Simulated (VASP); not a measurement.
Input of a VASP 6.6.1 run:

Contents of INCAR:

```
PREC = Accurate ; ENCUT = 520
EDIFF = 1E-6 ; ISMEAR = 0
SIGMA = 0.15 ; LREAL = F
LASPH = T ; NELM = 100
ALGO = Fast ; ISIF = 2
LWAVE = F ; LCHARG = F
GGA = PS ; IVDW = 12
NBANDS = 14
```

File KPOINTS:

```
regular mesh
0
Gamma
  18 18 6
```

The input POSCAR:

```
Al
1.0
    2.7791363989      0.0000000000      0.0000000000
   -1.3895681994      2.4068027220      0.0000000000
    0.0000000000      0.0000000000      8.5886431271
Al
4
Direct
    0.0000000000      0.0000000000      0.0000000000
    0.3333333333      0.6666666667      0.2500000000
    0.0000000000      0.0000000000      0.5000000000
    0.6666666667      0.3333333333      0.7500000000
```

Potentials or basis: VASP PAW PBE potentials, release 64 (Al).

Launch:

```console
$ cat potpaw_PBE.64/Al/POTCAR > POTCAR
$ mpirun -np 1 vasp_std > vasp.out
```

Q: What does it give for the pressure?

A: 9.6 GPa.

Q: Predict the dispersion energy per atom.

A: -0.365 eV.

Stress tensor (GPa, compression positive):
```
 7.00  0.00  0.00
 0.00  7.00  0.00
 0.00  0.00 14.68
```

Caveat: the PAW data sets were made with another functional, which shifts forces and pressure a little; pairwise dispersion overbinds metals, which lowers pressure and volume.
